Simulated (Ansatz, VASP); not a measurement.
This is a calculation of O for Ansatz 0.2.0.

File input.yaml:

```yaml
crystal:
  lattice:
    - [1.6749479049, 0.9670316238, 3.7319995215]
    - [-1.6749479049, 0.9670316238, 3.7319995215]
    - [0.0, -1.9340632475, 3.7319995215]
  atoms:
    - { symbol: O, position: [0.05461472, 0.05461472, 0.05461472] }
    - { symbol: O, position: [0.94538528, 0.94538528, 0.94538528] }
hamiltonian:
  xc: rpbe
  pseudopotentials: { kind: paw }
kpoints:
  mp_grid: { grid: [9, 9, 9] }
scf:
  occupations: { method: gaussian, width: 0.05 }
output:
  forces: true
  stress: true
  eigenvalues: true
```

Potentials or basis: Ansatz PAW.

Run with:

```console
$ ansatz run input.yaml --threads 2 --pin off --max-ram 5632MiB --backend cpu --events-out ev --progress --plain --runs-dir out
```

Question: Set up the same calculation for VASP 6.6.1. Potentials there: VASP PAW PBE potentials, release 64 (O).

Answer: As run (the cutoff follows the program's own potentials):

The input run.py:

```python
from ase.calculators.vasp import Vasp
from ase.dft.bandgap import bandgap
from ase.io import read

atoms = read('POSCAR')
calc = Vasp(
    directory='calc',
    xc='rpbe',
    pp='PBE',
    setups='minimal',
    prec='Accurate',
    encut=500,
    ediff=1e-07,
    ismear=0,
    sigma=0.05,
    lreal=False,
    lasph=True,
    nelm=100,
    algo='Fast',
    isif=2,
    lwave=False,
    lcharg=False,
    kpts=[9, 9, 9],
    gamma=True,
)
atoms.calc = calc

print('energy (eV):', atoms.get_potential_energy())
print('free energy (eV):', atoms.get_potential_energy(force_consistent=True))
print('forces (eV/A):')
print(atoms.get_forces())
print('stress (eV/A^3, Voigt):', atoms.get_stress())
print('Fermi level (eV):', calc.get_fermi_level())
gap, top, bottom = bandgap(calc)
print('band gap (eV):', gap, 'from (spin, k, band)', top, 'to', bottom)
```

Contents of POSCAR:

```
O
1.0
    1.6749479049      0.9670316238      3.7319995215
   -1.6749479049      0.9670316238      3.7319995215
    0.0000000000     -1.9340632475      3.7319995215
O
2
Direct
    0.0546147200      0.0546147200      0.0546147200
    0.9453852800      0.9453852800      0.9453852800
```

Potentials or basis: VASP PAW PBE potentials, release 64 (O).

The run is started by

```bash
$ python run.py
```

Both were run:

|  | VASP | Ansatz | Ansatz less VASP |
| --- | --- | --- | --- |
| gap on the k mesh at the Fermi level (eV) | none | none | - |
| pressure (GPa) | 0.3 | -1.3 | -1.57 |
| traceless stress, the component that is largest in VASP (GPa) | 6.07 | 2.23 | -3.841 |
| rms of the force components (eV/Å) | 0.616 | 0.002 | -0.6143 |

VASP's potentials were made for PBE, not for RPBE. Atom by atom the forces differ by 0.618 eV/Å (rms over components). A gap of «none» marks a metal or a gap that the smearing closes. With one functional, cell and mesh, what is left measures potentials, basis and numerics.

Noted on VASP's run: the standard files for N, O and F lose accuracy on very short bonds; spin is off for a triplet molecule. Noted on Ansatz's run: spin is off for a triplet molecule.
